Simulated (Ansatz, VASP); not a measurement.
# NaCl: VASP beside Ansatz

```
CELL_PARAMETERS angstrom
0.00000 3.01009 3.21831
3.01009 0.00000 3.21831
3.01009 3.01009 0.00000
ATOMIC_POSITIONS crystal
Na 0.00000 0.00000 0.00000
Cl 0.25000 0.25000 0.25000
```

Change from the starting cell: epitaxial_xy strain -2.5%.

Alike in both runs: task single point; functional HSE06; k mesh 6 × 6 × 6; no spin polarisation.

|  | VASP | Ansatz |
| --- | --- | --- |
| version | VASP 6.6.1 | Ansatz 0.2.0 |
| potentials or method | VASP PAW PBE potentials, release 64 (Na_pv, Cl) | plane waves, PAW |
| plane-wave cutoff (eV) | 400 | 420 |
| occupations | gaussian, width 0.01 eV | fixed |
| valence electrons in the cell | 14 | 16 |

|  | VASP | Ansatz | Ansatz less VASP |
| --- | --- | --- | --- |
| gap on the k mesh at the Fermi level (eV) | 6.22 | 6.23 | +0.010 |
| pressure (GPa) | 0.4 | 0.5 | +0.10 |
| traceless stress, the component that is largest in VASP (GPa) | -0.14 | -0.14 | -0.005 |

VASP's potentials hold 14 valence electrons a cell and Ansatz's 16, so a difference there can come from the potentials and not from the codes. Ansatz's warnings: stress exchange threshold loose, stress scf threshold loose.
